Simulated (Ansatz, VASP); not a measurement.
# One calculation of Mo, two programs

Contents of INCAR:

```
ALGO = Fast
EDIFF = 1E-7
ENCUT = 520
GGA = PE
ISIF = 2
ISMEAR = 0
LASPH = True
LCHARG = True
LELF = True
LREAL = False
LVHAR = True
LWAVE = False
NBANDS = 36
NELM = 60
PREC = Accurate
SIGMA = 0.15
```

KPOINTS

```
k-points
0
Gamma
  23 23 7
```

Contents of POSCAR:

```
Mo
1.0
   -1.5802194352      1.5802194352     -1.5802194352
   -1.5802194352     -1.5802194352      1.5802194352
    0.0000000000      6.2148117234      6.2148117234
Mo
4
Direct
    0.0000000000      0.0000000000      0.8899333188
    0.5000000000      0.5000000000      0.1271333313
    0.0000000000      0.0000000000      0.3813999938
    0.5000000000      0.5000000000      0.6356666563
```

Input for Ansatz:

```yaml
crystal:
  lattice:
    - [-1.5802194352, 1.5802194352, -1.5802194352]
    - [-1.5802194352, -1.5802194352, 1.5802194352]
    - [0.0, 6.2148117234, 6.2148117234]
  atoms:
    - { symbol: Mo, position: [0.0, 0.0, 0.8899333188] }
    - { symbol: Mo, position: [0.5, 0.5, 0.1271333313] }
    - { symbol: Mo, position: [0.0, 0.0, 0.3813999938] }
    - { symbol: Mo, position: [0.5, 0.5, 0.6356666563] }
basis:
  ecutwfc: 420
kpoints:
  mp_grid: { grid: [23, 23, 7] }
hamiltonian:
  xc: pbe
scf:
  occupations: { method: gaussian, width: 0.15 }
output:
  forces: true
  stress: true
  eigenvalues: true
```

Alike in both runs: task single point; functional PBE; k mesh 23 × 23 × 7; occupations gaussian, width 0.15 eV; no spin polarisation.

|  | VASP | Ansatz |
| --- | --- | --- |
| version | VASP 6.6.1 | Ansatz 0.2.0 |
| potentials or method | VASP PAW PBE potentials, release 64 (Mo_sv), cutoff 520 eV | scalar-relativistic, plane waves, PAW |
| valence electrons in the cell | 56 | 56 |

|  | VASP | Ansatz | Ansatz less VASP |
| --- | --- | --- | --- |
| gap on the k mesh at the Fermi level (eV) | none | none | - |
| pressure (GPa) | 5.8 | 5.2 | -0.55 |
| traceless stress, the component that is largest in VASP (GPa) | -1.87 | -1.88 | -0.005 |
| rms of the force components (eV/Å) | 0.482 | 0.476 | -0.0052 |

Atom by atom the forces differ by 0.005 eV/Å (rms over components). A gap of «none» marks a metal or a gap that the smearing closes. With one functional, cell and mesh, what is left measures potentials, basis and numerics.
